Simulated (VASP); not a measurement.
Wanted: the native input for a VASP 6.6.1 run.

```
Task                   : single point
Functional             : PBE
Potentials or basis    : VASP PAW PBE potentials, release 64 (V_sv, Ge_d)
Cutoff                 : 500 eV
k mesh                 : 6 × 6 × 4
Occupations            : gaussian, width 0.1 eV
Spin                   : no spin polarisation
Dipole correction      : no
Further INCAR settings : ALGO = Normal; EDIFF = 1e-06; NBANDS = 36
```

The structure of VGe3 lies in POSCAR:

```
VGe3
1.0
    4.5721169580      0.0000000000      0.0000000000
   -2.2860584790      3.9595694347      0.0000000000
    0.0000000000      0.0000000000      4.7803407012
V Ge
1 3
Direct
    0.0000000000      0.0000000000      0.0000000000
    0.0000000000      0.0000000000      0.5000000000
    0.3333333333      0.6666666667      0.0000000000
    0.6666666667      0.3333333333      0.0000000000
```

These files were run (other wordings do the same):

INCAR

```
SYSTEM = VGe3
PREC = Accurate ; ENCUT = 500
EDIFF = 1E-6 ; ISMEAR = 0
SIGMA = 0.1 ; LREAL = .False.
LASPH = .True. ; NELM = 120
ALGO = Normal ; ISIF = 2
LWAVE = .False. ; LCHARG = .False.
GGA = PE ; NBANDS = 36
GGA_COMPAT = .False.
```

KPOINTS

```
regular mesh
0
Gamma
  6 6 4
  0 0 0
```

Potentials or basis: VASP PAW PBE potentials, release 64 (V_sv, Ge_d).

Command:

```bash
$ cat potpaw_PBE.64/V_sv/POTCAR potpaw_PBE.64/Ge_d/POTCAR > POTCAR
$ mpirun -np 1 vasp_std > vasp.out
```

Results of the run:

* Pressure: 0.1 GPa

Wall time 23 s on 1 thread of Intel(R) Xeon(R) 6975P-C (Granite Rapids), on a shared host, peak memory 0.22 GiB.
